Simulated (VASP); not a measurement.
# Si7P (Cmm2) in VASP: single point with PBE

Aim: the single point of Si7P with PBE.

Everything below comes from runs of VASP 6.6.1. Logs are shortened: lines on timing, memory, paths and dates and some standing lists are left out, and cuts for length are marked.

## Step 1: The cell of the first run

The structure is orthorhombic, space group Cmm2 (No. 35). Conventional cell: a = 5.024 Å, b = 7.226 Å, c = 7.785 Å, α = 90.00°, β = 90.00°, γ = 90.00°. Within 3.2 Å of Si (site symmetry 2) lie 7 Si at 2.43 to 2.94 Å. Si (site symmetry m) has 1 P at 2.32 Å and 4 Si at 2.33 to 2.69 Å within 3.1 Å. Within 3.5 Å of Si (site symmetry mm2) lie 10 Si at 2.60 to 3.45 Å and 1 P at 2.73 Å. Within 3.3 Å of Si (site symmetry 2) lie 5 Si at 2.51 to 2.94 Å and 2 P at 2.58 Å. Within 3.1 Å of P (site symmetry mm2) lie 7 Si at 2.32 to 2.73 Å.

The cell was generated, and may not be a known phase.

## Step 2: Single point, PBE

INCAR

```
PREC     = Accurate       # precision mode
ENCUT    = 520            # plane-wave cutoff, eV
EDIFF    = 1E-6           # SCF threshold, eV
ISMEAR   = 0              # smearing method
SIGMA    = 0.2            # smearing width, eV
LREAL    = False          # projectors in reciprocal space
LASPH    = True           # aspherical terms in the spheres
NELM     = 60             # most SCF steps
ALGO     = Normal         # electronic algorithm
ISIF     = 2              # what is computed and relaxed
LWAVE    = False          # write WAVECAR
LCHARG   = True           # write CHGCAR
GGA      = PE             # functional
LELF     = True           # ELF
LVHAR    = True         
NBANDS   = 26             # bands
```

KPOINTS

```
Automatic mesh
0
Gamma
  5 5 2
```

POSCAR

```
Si7P
1.0
    2.5118309190     -3.6129619956      0.0000000000
    2.5118309190      3.6129619956      0.0000000000
    0.0000000000      0.0000000000      7.7852559447
Si P
7 1
Direct
    0.0000000000      0.5000000000      0.2564403811
    0.5000000000      0.0000000000      0.2564403811
    0.2319339472      0.2319339472      0.4654488297
    0.7680660528      0.7680660528      0.4654488297
    0.5000000000      0.5000000000      1.0577981552
    0.0000000000      0.5000000000      0.8793319138
    0.5000000000      0.0000000000      0.8793319138
    0.5000000000      0.5000000000      0.7073703456
```

Potentials or basis: VASP PAW PBE potentials, release 64 (Si, P).

On the command line:

```console
$ cat potpaw_PBE.64/Si/POTCAR potpaw_PBE.64/P/POTCAR > POTCAR
$ mpirun -np 1 vasp_std > vasp.out
```

OUTCAR:

```text
PREC = Accurate
   ENCUT = 520
   EDIFF = 1E-6
   ISMEAR = 0
   LREAL = False
   LASPH = True
   NELM = 60
   ISIF = 2
   GGA = PE

 ion  position               nearest neighbor table
   1  0.000  0.500  0.256-   3 2.43   4 2.43   2 2.51   2 2.51   5 2.69   5 2.69   6 2.94
   2  0.500  0.000  0.256-   3 2.43   4 2.43   1 2.51   1 2.51   5 2.69   5 2.69   7 2.94
   3  0.232  0.232  0.465-   8 2.32   4 2.33   1 2.43   2 2.43   4 2.69
   4  0.768  0.768  0.465-   8 2.32   3 2.33   1 2.43   2 2.43   3 2.69
   5  0.500  0.500  0.058-   6 2.60   7 2.60   7 2.60   6 2.60   2 2.69   1 2.69   1 2.69   2 2.69
                             8 2.73
   6  0.000  0.500  0.879-   7 2.51   7 2.51   8 2.58   8 2.58   5 2.60   5 2.60   1 2.94
   7  0.500  0.000  0.879-   6 2.51   6 2.51   8 2.58   8 2.58   5 2.60   5 2.60   2 2.94
   8  0.500  0.500  0.707-   3 2.32   4 2.32   6 2.58   7 2.58   7 2.58   6 2.58   5 2.73

  LATTYP: Found a base centered orthorhombic cell.
 ALAT       =     5.0236618380
 B/A-ratio  =     1.4383778654
 C/A-ratio  =     1.5497173567

  Lattice vectors:

 A1 = (   2.5118309190,  -3.6129619956,   0.0000000000)
 A2 = (   2.5118309190,   3.6129619956,   0.0000000000)
 A3 = (   0.0000000000,   0.0000000000,   7.7852559447)

Analysis of symmetry for initial positions (statically):
=====================================================================
 Subroutine PRICEL returns:
 Original cell was already a primitive cell.

 Routine SETGRP: Setting up the symmetry group for a
 base centered orthorhombic supercell.

 Subroutine GETGRP returns: Found  4 space group operations
 (whereof  4 operations were pure point group operations)
 out of a pool of  8 trial point group operations.

The static configuration has the point symmetry C_2v.

Analysis of symmetry for dynamics (positions and initial velocities):
=====================================================================
 Subroutine PRICEL returns:
 Original cell was already a primitive cell.

 Routine SETGRP: Setting up the symmetry group for a
 base centered orthorhombic supercell.

 Subroutine GETGRP returns: Found  4 space group operations
 (whereof  4 operations were pure point group operations)
 out of a pool of  8 trial point group operations.

The dynamic configuration has the point symmetry C_2v.

 Subroutine INISYM returns: Found  4 space group operations
 (whereof  4 operations are pure point group operations),
 and found     1 'primitive' translations

----------------------------------------------------------------------------------------

                                     Primitive cell

  volume of cell :     141.3047

  direct lattice vectors                    reciprocal lattice vectors
     2.511830919 -3.612961996  0.000000000     0.199057984 -0.138390606  0.000000000
     2.511830919  3.612961996  0.000000000     0.199057984  0.138390606  0.000000000
     0.000000000  0.000000000  7.785255945     0.000000000  0.000000000  0.128447929

  length of vectors
     4.400316914  4.400316914  7.785255945     0.242437705  0.242437705  0.128447929

  position of ions in fractional coordinates (direct lattice)
     0.000000000  0.500000000  0.256440381
     0.500000000  0.000000000  0.256440381
     0.231933947  0.231933947  0.465448830
     0.768066053  0.768066053  0.465448830
     0.500000000  0.500000000  0.057798155
     0.000000000  0.500000000  0.879331914
     0.500000000  0.000000000  0.879331914
     0.500000000  0.500000000  0.707370346

  ion indices of the primitive-cell ions
   primitive index   ion index
                 1           1
                 2           2
                 3           3
                 4           4
                 5           5
                 6           6
                 7           7
                 8           8

----------------------------------------------------------------------------------------

 KPOINTS: Automatic mesh

Automatic generation of k-mesh.
 Grid dimensions read from file:
 generate k-points for:    5    5    2

 Generating k-lattice:

  Cartesian coordinates                     Fractional coordinates (reciprocal lattice)
     0.039811597 -0.027678121  0.000000000     0.200000000  0.000000000  0.000000000
     0.039811597  0.027678121  0.000000000     0.000000000  0.200000000  0.000000000
     0.000000000  0.000000000  0.064223964     0.000000000  0.000000000  0.500000000

  Length of vectors
     0.048487541  0.048487541  0.064223964

  Shift w.r.t. Gamma in fractional coordinates (k-lattice)
     0.000000000  0.000000000  0.000000000

 Subroutine IBZKPT returns following result:
 ===========================================

 Found     18 irreducible k-points:

 Following reciprocal coordinates:
            Coordinates               Weight
  0.000000  0.000000  0.000000      1.000000
  0.200000  0.000000  0.000000      4.000000
  0.400000  0.000000  0.000000      4.000000
  0.200000  0.200000  0.000000      2.000000
  0.400000  0.200000  0.000000      4.000000
 -0.400000  0.200000  0.000000      4.000000
[... 10 lines left out ...]
  0.400000  0.400000  0.500000      2.000000
 -0.400000  0.400000  0.500000      2.000000
   k-points           NKPTS =     18   k-points in BZ     NKDIM =     18   number of bands    NBANDS=     26
   number of dos      NEDOS =    301   number of ions     NIONS =      8
   total plane-waves  NPLWV =  77760
   dimension x,y,z NGX =    36 NGY =   36 NGZ =   60
   dimension x,y,z NGXF=    72 NGYF=   72 NGZF=  120
   ions per type =               7   1
   NGX,Y,Z   is equivalent  to a cutoff of  13.60, 13.60, 12.81 a.u.
   NGXF,Y,Z  is equivalent  to a cutoff of  27.20, 27.20, 25.62 a.u.
 SYSTEM =  unknown system
   PREC   = accura    normal or accurate (medium, high low for compatibility)
   ISTART =      0    job   : 0-new  1-cont  2-samecut
   ICHARG =      2    charge: 1-file 2-atom 10-const
   ISPIN  =      1    spin polarized calculation?
   LNONCOLLINEAR =      F non collinear calculations
   LSORBIT =      F    spin-orbit coupling
   LASPH  =      T    aspherical Exc in radial PAW
   ENCUT  =  520.0 eV  38.22 Ry    6.18 a.u.   8.18  8.18 14.48*2*pi/ulx,y,z
   NELM   =     60;   NELMIN=  2; NELMDL= -5     # of ELM steps
   EDIFF  = 0.1E-05   stopping-criterion for ELM
   LREAL  =      F    real-space projection
   EDIFFG = 0.1E-04   stopping-criterion for IOM
   NSW    =      0    number of steps for IOM
   IBRION =     -1    ionic relax: 0-MD 1-quasi-New 2-CG
   NFREE  =      0    steps in history (QN), initial steepest desc. (CG)
   ISIF   =      2    stress and relaxation
   ISYM   =      2    0-nonsym 1-usesym 2-fastsym
   POTIM  = 0.5000    time-step for ionic-motion
   TEBEG  =    0.0;   TEEND  =   0.0 temperature during run
   PSTRESS=    0.0 pullay stress
   NELECT =      33.0000    total number of electrons
   NUPDOWN=      -1.0000    fix difference up-down
   EMIN   =  10.00;   EMAX   =-10.00  energy-range for DOS
   EFERMI =   0.00;   METHOD = LEGACY
   ISMEAR =     0;   SIGMA  =   0.20  broadening in eV -4-tet -1-fermi 0-gaus
   EFERMI_NEDOS =   21; number of points for ismear=-14 and -15
   IALGO  =     38    algorithm
   IMIX   =      4    mixing-type and parameters
     AMIX     =   0.40;   BMIX     =  1.00
     AMIX_MAG =   1.60;   BMIX_MAG =  1.00
  volume/ion in A,a.u.               =      17.66       119.20
  Fermi-wavevector in a.u.,A,eV,Ry     =   1.008155  1.905136 13.828638  1.016376
  Thomas-Fermi vector in A             =   2.141004
   LORBIT       =      0    0 simple, 1 ext, 2 COOP (PROOUT), +10 PAW based schemes
   GGA     = PE    functional components
   LHFCALC =     F    Hartree Fock is set to
   AEXX    =    0.0000 exact exchange contribution
   IVDW    =     0    specifies the selected vdW correction
   LEPSILON=     F    determine dielectric tensor
   LRPA    =     F    only Hartree local field effects (RPA)
 non-spin polarized calculation
 Gauss-broadening in eV      SIGMA  =   0.20
  energy-cutoff  :      520.00
  volume of cell :      141.30
 maximum number of plane-waves:      3818
 NGX is ok and might be reduce to    36
   NGX = 17   NGY = 17   NGZ = 29

 number of electron      33.0000000 magnetization

 Free energy of the ion-electron system (eV)
  ---------------------------------------------------
  ext. energy  EPLUGINS =         0.00000000
  ---------------------------------------------------
  free energy    TOTEN  =       -39.56863114 eV

  energy without entropy =      -39.51273625  energy(sigma->0) =      -39.54068369

 E-fermi :   7.1891     XC(G=0): -10.1261

 val. band max:        7.1789829525   @ k =   0.0000   0.0000   0.5000
 cond. band min:       7.3295443164   @ k =   0.2000   0.2000   0.0000
 fundamental gap:      0.1505613638
 Fermi energy:         7.1890799057

 k-point     1 :       0.0000    0.0000    0.0000
  band No.  band energies     occupation
      1      -6.4162      2.00000
      2      -4.4520      2.00000
      3      -3.6368      2.00000
      4       1.0679      2.00000
      5       1.5285      2.00000
      6       1.6348      2.00000
[... 18 lines left out ...]
     25      11.3113      0.00000
     26      11.5261      0.00000

 k-point     2 :       0.2000    0.0000    0.0000
  band No.  band energies     occupation
      1      -6.1719      2.00000
      2      -4.1796      2.00000
      3      -3.4147      2.00000
      4      -0.7039      2.00000
      5       0.4614      2.00000
      6       1.0975      2.00000
[... 18 lines left out ...]
     25      11.2603      0.00000
[... 434 lines left out ...]
     25      11.9813      0.00000
     26      12.5158      0.00000

 k-point    18 :      -0.4000    0.4000    0.5000
  band No.  band energies     occupation
      1      -5.1616      2.00000
      2      -3.9088      2.00000
      3      -2.2462      2.00000
      4      -1.8593      2.00000
      5      -0.3836      2.00000
      6      -0.1864      2.00000
[... 18 lines left out ...]
     25      12.4133      0.00000
     26      12.5969      0.00000

------------------------ aborting loop because EDIFF is reached ----------------------------------------

  FORCE on cell =-STRESS in cart. coord.  units (eV):
  Direction    XX          YY          ZZ          XY          YZ          ZX
  --------------------------------------------------------------------------------------
  -------------------------------------------------------------------------------------
  Total        0.5876937     -0.2062885     -0.1369592      0.0000000      0.0000000      0.0000000
  in kB        6.6635390     -2.3389927     -1.5529063      0.0000000      0.0000000      0.0000000
  external PRESSURE =       0.9238800 kB  Pullay stress =       0.0000000 kB

 VOLUME and BASIS-vectors are now :
 -----------------------------------------------------------------------------
  energy-cutoff  :      520.00
  volume of cell :      141.30
      direct lattice vectors                 reciprocal lattice vectors
     2.511830919 -3.612961996  0.000000000     0.199057984 -0.138390606  0.000000000
     2.511830919  3.612961996  0.000000000     0.199057984  0.138390606  0.000000000
     0.000000000  0.000000000  7.785255945     0.000000000  0.000000000  0.128447929

 POSITION                                       TOTAL-FORCE (eV/Angst)
 -----------------------------------------------------------------------------------
      1.25592      1.80648      1.99645        -0.000000      0.000000      0.009542
      1.25592     -1.80648      1.99645        -0.000000      0.000000      0.009542
      1.16516      0.00000      3.62364         0.029871      0.000000     -0.012832
      3.85850      0.00000      3.62364        -0.029871      0.000000     -0.012832
      2.51183      0.00000      0.44997        -0.000000      0.000000      0.004938
      1.25592      1.80648      6.84582         0.000000      0.000000     -0.004519
      1.25592     -1.80648      6.84582        -0.000000      0.000000     -0.004519
      2.51183      0.00000      5.50706        -0.000000      0.000000      0.010680
 -----------------------------------------------------------------------------------
    total drift:                                0.000000     -0.000000     -0.000224

  FREE ENERGIE OF THE ION-ELECTRON SYSTEM (eV)
  ---------------------------------------------------
  free  energy   TOTEN  =       -39.5686311369 eV

  energy  without entropy=      -39.5127362461  energy(sigma->0) =      -39.54068369
```

Run time: 30 s. Hardware: 1 thread of Intel Xeon 6975P-C (Granite Rapids), shared host; peak memory 0.27 GiB.

Results:

| Property | Result |
| --- | --- |
| Free energy | -39.5686 eV |
| Pressure | 0.1 GPa |
| Largest force | 0.033 eV/Å |
| Band gap on the k mesh | zero (an odd number of electrons rules out a gap without spin polarisation) |

Forces on the atoms (eV/Å):
```
Si   0.000  0.000  0.010
Si   0.000  0.000  0.010
Si   0.030  0.000 -0.013
Si  -0.030  0.000 -0.013
Si   0.000  0.000  0.005
Si   0.000  0.000 -0.005
Si   0.000  0.000 -0.005
P    0.000  0.000  0.011
```

Levels at points of the mesh, in eV from the Fermi level:
| k point | band 12 | band 13 | band 14 | band 15 | band 16 | band 17 | band 18 | band 19 | band 20 | band 21 |
| --- | --- | --- | --- | --- | --- | --- | --- | --- | --- | --- |
| (0.00, 0.00, 0.00) | -3.24 | -2.88 | -2.33 | -2.24 | -1.43 | -0.92 | -0.76 | -0.42 | 0.94 | 2.76 |
| (0.00, 0.00, 0.50) | -3.73 | -2.44 | -1.13 | -0.87 | -0.56 | -0.51 | -0.01 | 0.18 | 0.61 | 0.70 |

Caveat: the k points lie up to 0.40 Å⁻¹ apart, too coarse for converged energies and pressures of a metal; an odd number of electrons without spin polarisation forces a metal; a magnetic or distorted state may lie lower.

The gap in the log of VASP goes by the Fermi energy; the results here count the filled bands.